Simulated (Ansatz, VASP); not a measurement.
# Two plane-wave programs on Al

The input INCAR:

```
PREC     = Accurate       # precision mode
ENCUT    = 520            # plane-wave cutoff, eV
EDIFF    = 1E-6           # SCF threshold, eV
ISMEAR   = -1             # smearing method
SIGMA    = 0.05           # smearing width, eV
LREAL    = F              # projectors in reciprocal space
LASPH    = T              # aspherical terms in the spheres
NELM     = 80             # most SCF steps
ALGO     = Normal         # electronic algorithm
ISIF     = 2              # what is computed and relaxed
LWAVE    = F              # write WAVECAR
LCHARG   = T              # write CHGCAR
GGA      = VW             # functional
LELF     = T              # ELF
LVHAR    = T            
NBANDS   = 8              # bands
```

The input KPOINTS:

```
Automatic mesh
0
Gamma
  11 11 11
```

File POSCAR:

```
Al
1.0
    0.0000000000      2.0248050000      2.0248050000
    2.0248050000      0.0000000000      2.0248050000
    2.0248050000      2.0248050000      0.0000000000
Al
1
Direct
    0.0000000000      0.0000000000      0.0000000000
```

Contents of input.yaml:

```yaml
crystal:
  lattice:
    - [0.0, 2.024805, 2.024805]
    - [2.024805, 0.0, 2.024805]
    - [2.024805, 2.024805, 0.0]
  atoms:
    - { symbol: Al, position: [0.0, 0.0, 0.0] }
hamiltonian:
  xc: { exchange: slater, correlation: vwn5 }
  pseudopotentials: { kind: paw }
kpoints:
  mp_grid: { grid: [11, 11, 11] }
  band_path:
    path:
      - [[0.0, 0.0, 0.0], [0.5, 0.0, 0.5], [0.5, 0.25, 0.75], [0.375, 0.375, 0.75], [0.0, 0.0, 0.0], [0.5, 0.5, 0.5], [0.625, 0.25, 0.625], [0.5, 0.25, 0.75], [0.5, 0.5, 0.5], [0.375, 0.375, 0.75]]
      - [[0.625, 0.25, 0.625], [0.5, 0.0, 0.5]]
    npoints: 14
scf:
  occupations: { method: fermi_dirac, width: 0.05 }
  n_extra_bands: 6
output:
  forces: true
  stress: true
  eigenvalues: true
  fatbands: false
```

Alike in both runs: functional SVWN5; k mesh 11 × 11 × 11; occupations fermi-dirac, width 0.05 eV; no spin polarisation.

|  | VASP | Ansatz |
| --- | --- | --- |
| version | VASP 6.6.1 | Ansatz 0.2.0 |
| potentials or method | VASP PAW PBE potentials, release 64 (Al) | Ansatz PAW |
| plane-wave cutoff (eV) | 520 | 420 |
| valence electrons in the cell | 3 | 3 |
| task | single point | band structure |

|  | VASP | Ansatz | Ansatz less VASP |
| --- | --- | --- | --- |
| gap on the k mesh at the Fermi level (eV) | none | none | - |
| pressure (GPa) | -3.3 | -3.7 | -0.39 |

VASP's potentials were made for PBE, not for SVWN5. A gap of «none» marks a metal or a gap that the smearing closes. The functional is the same, so the differences come from potentials, cutoffs and numerics.
